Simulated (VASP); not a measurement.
# Be2C (Fm-3m) in VASP: notebook, part 2 of 2

VASP 6.6.1. The steps go on from the part before.

## Step 4: Single point, PBE

Contents of INCAR:

```
ALGO     = Normal         # electronic algorithm
EDIFF    = 1E-6           # SCF threshold, eV
ENCUT    = 600            # plane-wave cutoff, eV
GGA      = PE             # functional
GGA_COMPAT= F            
ISIF     = 2              # what is computed and relaxed
ISMEAR   = 0              # smearing method
LASPH    = T              # aspherical terms in the spheres
LCHARG   = F              # write CHGCAR
LREAL    = F              # projectors in reciprocal space
LWAVE    = F              # write WAVECAR
NBANDS   = 11             # bands
NELM     = 120            # most SCF steps
PREC     = Accurate       # precision mode
SIGMA    = 0.01           # smearing width, eV
```

Contents of KPOINTS:

```
k-points
0
Gamma
  10 10 10
```

Contents of POSCAR:

```
Be2C
1.0
    0.0000000000      2.1604856457      2.1604856457
    2.1604856457      0.0000000000      2.1604856457
    2.1604856457      2.1604856457      0.0000000000
Be C
2 1
Direct
    0.7500000000      0.7500000000      0.7500000000
    0.2500000000      0.2500000000      0.2500000000
    0.0000000000      0.0000000000      0.0000000000
```

Potentials or basis: VASP PAW PBE potentials, release 64 (Be, C).

Run with:

```console
cat potpaw_PBE.64/Be/POTCAR potpaw_PBE.64/C/POTCAR > POTCAR
mpirun -np 1 vasp_std > vasp.out
```

OUTCAR:

```text
EDIFF = 1E-6
   ENCUT = 600
   GGA = PE
   ISIF = 2
   ISMEAR = 0
   LASPH = T
   LREAL = F
   NELM = 120
   PREC = Accurate

 ion  position               nearest neighbor table
   1  0.750  0.750  0.750-   3 1.87   3 1.87   3 1.87   3 1.87   2 2.16   2 2.16   2 2.16   2 2.16
                             2 2.16   2 2.16
   2  0.250  0.250  0.250-   3 1.87   3 1.87   3 1.87   3 1.87   1 2.16   1 2.16   1 2.16   1 2.16
                             1 2.16   1 2.16
   3  0.000  0.000  0.000-   1 1.87   2 1.87   1 1.87   1 1.87   1 1.87   2 1.87   2 1.87   2 1.87

[... 532 lines left out ...]
  FORCE on cell =-STRESS in cart. coord.  units (eV):
  Direction    XX          YY          ZZ          XY          YZ          ZX
  --------------------------------------------------------------------------------------
  -------------------------------------------------------------------------------------
  Total        0.1656098      0.1656098      0.1656098      0.0000000     -0.0000000      0.0000000
  in kB       13.1556524     13.1556524     13.1556524      0.0000000     -0.0000000      0.0000000
  external PRESSURE =      13.1556524 kB  Pullay stress =       0.0000000 kB

 VOLUME and BASIS-vectors are now :
 -----------------------------------------------------------------------------
  energy-cutoff  :      600.00
  volume of cell :       20.17
      direct lattice vectors                 reciprocal lattice vectors
     0.000000000  2.160485646  2.160485646    -0.231429448  0.231429448  0.231429448
     2.160485646  0.000000000  2.160485646     0.231429448 -0.231429448  0.231429448
     2.160485646  2.160485646  0.000000000     0.231429448  0.231429448 -0.231429448

 POSITION                                       TOTAL-FORCE (eV/Angst)
 -----------------------------------------------------------------------------------
      3.24073      3.24073      3.24073         0.000000      0.000000      0.000000
      1.08024      1.08024      1.08024        -0.000000     -0.000000     -0.000000
      0.00000      0.00000      0.00000        -0.000000      0.000000     -0.000000
 -----------------------------------------------------------------------------------
    total drift:                               -0.000000     -0.000000      0.000000

  FREE ENERGIE OF THE ION-ELECTRON SYSTEM (eV)
  ---------------------------------------------------
  free  energy   TOTEN  =       -17.4563339029 eV

  energy  without entropy=      -17.4563339029  energy(sigma->0) =      -17.45633390
```

OSZICAR:

```text
N       E                     dE             d eps       ncg     rms          rms(c)
DAV:   1     0.568275268502E+01    0.56828E+01   -0.41073E+03  1034   0.736E+02
DAV:   2    -0.177223061128E+02   -0.23405E+02   -0.22265E+02  1389   0.132E+02
DAV:   3    -0.185635320319E+02   -0.84123E+00   -0.83799E+00  1392   0.190E+01
DAV:   4    -0.185677204597E+02   -0.41884E-02   -0.41874E-02  1199   0.154E+00
DAV:   5    -0.185677391424E+02   -0.18683E-04   -0.18682E-04  1301   0.907E-02    0.536E+00
DAV:   6    -0.175190307481E+02    0.10487E+01   -0.30903E+00  1073   0.835E+00    0.211E+00
DAV:   7    -0.174655935818E+02    0.53437E-01   -0.18832E-01  1253   0.300E+00    0.127E+00
DAV:   8    -0.174565137812E+02    0.90798E-02   -0.11263E-02  1111   0.121E+00    0.209E-01
DAV:   9    -0.174563328468E+02    0.18093E-03   -0.25916E-04  1306   0.104E-01    0.121E-01
DAV:  10    -0.174563344412E+02   -0.15944E-05   -0.14717E-04  1160   0.834E-02    0.110E-02
DAV:  11    -0.174563340309E+02    0.41023E-06   -0.18525E-05  1220   0.224E-02    0.288E-03
DAV:  12    -0.174563339029E+02    0.12798E-06   -0.75788E-07   634   0.635E-03
   1 F= -.17456334E+02 E0= -.17456334E+02  d E =-.157342E-11
```

Run time: 6.6 s. Hardware: 1 thread of AMD EPYC 9R45 (Zen 5), shared host; peak memory 0.11 GiB.

Results:

```
Free energy            : -17.4563 eV
Pressure               : 1.3 GPa
Band gap on the k mesh : 1.16 eV (least direct gap 4.14 eV)
```

A k mesh can miss the band edges.

## Step 5: Single point, r2SCAN

POSCAR is that of step 4.

Contents of INCAR.step1:

```
SYSTEM = Be2C
PREC = Accurate
ENCUT = 660
ISMEAR = 0
SIGMA = 0.01
LREAL = .False.
LASPH = .True.
NELM = 120
NBANDS = 11
GGA = PE
ALGO = Normal
EDIFF = 1E-5
LWAVE = .True.
LCHARG = .False.
GGA_COMPAT = .False.
```

Contents of INCAR.step2:

```
SYSTEM = Be2C
PREC = Accurate
ENCUT = 660
EDIFF = 1E-6
ISMEAR = 0
SIGMA = 0.01
LREAL = .False.
LASPH = .True.
NELM = 120
ALGO = Normal
ISIF = 2
LWAVE = .False.
LCHARG = .True.
METAGGA = R2SCAN
LMIXTAU = .True.
LELF = .True.
LVHAR = .True.
NBANDS = 11
ISTART = 1
GGA_COMPAT = .False.
```

Contents of KPOINTS:

```
Automatic mesh
0
Gamma
  8 8 8
  0 0 0
```

Run with:

```console
cat potpaw_PBE.64/Be/POTCAR potpaw_PBE.64/C/POTCAR > POTCAR
cp INCAR.step1 INCAR
mpirun -np 1 vasp_std > vasp.out
cp INCAR.step2 INCAR
mpirun -np 1 vasp_std > vasp.out
```

Wall time 32 s (1 thread of AMD EPYC 9R45 (Zen 5), shared host); peak memory 0.13 GiB.

Results (log left out):

```
Free energy            : -19.4755 eV
Pressure               : 0.8 GPa
Band gap on the k mesh : 1.53 eV (least direct gap 4.63 eV)
```

Levels at points of the mesh, in eV from the valence-band top:
```
           k point  band 1  band 2  band 3  band 4  band 5  band 6  band 7  band 8
(0.00, 0.00, 0.00)  -15.98    0.00    0.00    0.00    4.63    4.63    4.63    7.46
(0.50, 0.00, 0.00)  -13.01   -9.11   -1.91   -1.91    5.54    5.54    7.62   10.83
(0.50, 0.50, 0.00)  -12.19   -7.15   -4.93   -4.93    1.53    6.21   14.46   14.46
```

Caveat: the PAW data sets were made with another functional, which shifts forces and pressure a little.

## Step 6: Single point, HSE06

POSCAR is that of step 5.

Contents of INCAR.step1:

```
PREC = Accurate
ENCUT = 520
EDIFF = 1E-5
ISMEAR = 0
SIGMA = 0.01
LREAL = F
LASPH = T
NELM = 120
ALGO = Normal
ISIF = 2
LWAVE = T
LCHARG = F
NBANDS = 11
GGA = PE
GGA_COMPAT = F
```

Contents of INCAR.step2:

```
PREC = Accurate
ENCUT = 520
EDIFF = 1E-6
ISMEAR = 0
SIGMA = 0.01
LREAL = F
LASPH = T
NELM = 120
ALGO = Normal
ISIF = 2
LWAVE = F
LCHARG = F
GGA = PE
LHFCALC = T
HFSCREEN = 0.2079
PRECFOCK = Normal
NBANDS = 11
ISTART = 1
GGA_COMPAT = F
```

Contents of KPOINTS:

```
Automatic mesh
0
Gamma
  8 8 8
```

Potentials or basis: VASP PAW PBE potentials, release 64 (Be, C).

Run with:

```console
cat potpaw_PBE.64/Be/POTCAR potpaw_PBE.64/C/POTCAR > POTCAR
cp INCAR.step1 INCAR
mpirun -np 1 vasp_std > vasp.out
cp INCAR.step2 INCAR
mpirun -np 1 vasp_std > vasp.out
```

Run time: 18 min. Hardware: 1 thread of AMD EPYC 9R45 (Zen 5), shared host; peak memory 0.22 GiB.

It converged, with:

| Quantity | Value |
| --- | --- |
| Free energy | -19.0793 eV |
| Pressure | -1.9 GPa |
| Band gap on the k mesh | 1.90 eV (least direct gap 5.13 eV) |

Levels at points of the mesh, in eV from the valence-band top:
```csv
k point,band 1,band 2,band 3,band 4,band 5,band 6,band 7,band 8,band 9
"(0.00, 0.00, 0.00)",-16.75,0.00,0.00,0.00,5.13,5.13,5.13,8.06,14.68
"(0.50, 0.00, 0.00)",-13.59,-9.67,-2.03,-2.03,6.03,6.03,8.28,11.24,16.32
"(0.50, 0.50, 0.00)",-12.74,-7.58,-5.22,-5.22,1.90,6.78,15.11,15.11,17.36
```

Caveat: the PAW data sets were made with another functional, which shifts forces and pressure a little. A k mesh can miss the band edges.

## Step 7: Overview

| level | k mesh | cutoff (eV) | grid for exact exchange (PRECFOCK) | share of exact exchange | screening parameter | gap on the mesh (eV) | pressure (GPa) |
| --- | --- | --- | --- | --- | --- | --- | --- |
| PBE | 8 × 8 × 8 | 600 | - | - | - | 1.16 | 1.3 |
| PBE | 10 × 10 × 10 | 600 | - | - | - | 1.16 | 1.3 |
| r2SCAN | 8 × 8 × 8 | 660 | - | - | - | 1.53 | 0.8 |
| HSE06 | 8 × 8 × 8 | 520 | Normal | 0.25 | 0.2079 1/Å | 1.90 | -1.9 |

Alike in all rows: task single point; potentials or basis VASP PAW PBE potentials, release 64 (Be, C); no spin polarisation; cell as given; smearing gaussian 0.01 eV.

On the cell as given the gap runs from 1.16 eV (PBE) to 1.90 eV (HSE06); the meshes differ, which moves gaps too. The pressure there spans -1.9 GPa (HSE06) to 1.3 GPa (PBE); a positive pressure means that this level wants a larger cell, a negative one a smaller.

Caveats: the PAW data sets were made with another functional, which shifts forces and pressure a little (at least some runs).

Total energies depend on the potentials used, so only differences within one code and one set of settings carry meaning.
